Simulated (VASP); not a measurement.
Input of a VASP 6.6.1 run:

The input INCAR:

```
SYSTEM = WC
PREC     = Accurate       ! precision mode
ENCUT    = 520            ! plane-wave cutoff, eV
EDIFF    = 1E-7           ! SCF threshold, eV
ISMEAR   = 0              ! smearing method
SIGMA    = 0.15           ! smearing width, eV
LREAL    = .FALSE.        ! projectors in reciprocal space
LASPH    = .TRUE.         ! aspherical terms in the spheres
NELM     = 80             ! most SCF steps
ALGO     = Normal         ! electronic algorithm
ISIF     = 2              ! what is computed and relaxed
LWAVE    = .FALSE.        ! write WAVECAR
LCHARG   = .TRUE.         ! write CHGCAR
GGA      = PS             ! functional
LELF     = .TRUE.         ! ELF
LVHAR    = .TRUE.       
NBANDS   = 16             ! bands
```

KPOINTS

```
regular mesh
0
G
  18 18 16
  0 0 0
```

File POSCAR:

```
WC
1.0
    2.9005014360      0.0000000000      0.0000000000
   -1.4502507180      2.5119079273      0.0000000000
    0.0000000000      0.0000000000      2.8290000000
W C
1 1
Direct
    0.0000000000      0.0000000000      0.0000000000
    0.5632362748      0.3333333333      0.3939554613
```

Potentials or basis: VASP PAW PBE potentials, release 64 (W_sv, C).

Run with:

```sh
$ cat potpaw_PBE.64/W_sv/POTCAR potpaw_PBE.64/C/POTCAR > POTCAR
$ mpirun -np 1 vasp_std > vasp.out
```

Question: What does it give for the band gap on the k mesh?

Answer: Zero (bands 9 and 10 overlap by 1.18 eV).

Question: What does it give for the largest force?

Answer: 8.647 eV/Å.

Question: What does it give for the pressure?

Answer: 37.2 GPa.

Forces on the atoms (eV/Å):
```
W   -5.815 -1.698 -6.171
C    5.815  1.698  6.171
```

Caveat: the cell differs from its parent crystal (atom 2 (C) moved by (-0.300, -0.300) A along x and z); the cell stands under pressure; the PAW data sets were made with another functional, which shifts forces and pressure a little; spin-orbit coupling is left out, which moves the levels of the heavy elements.
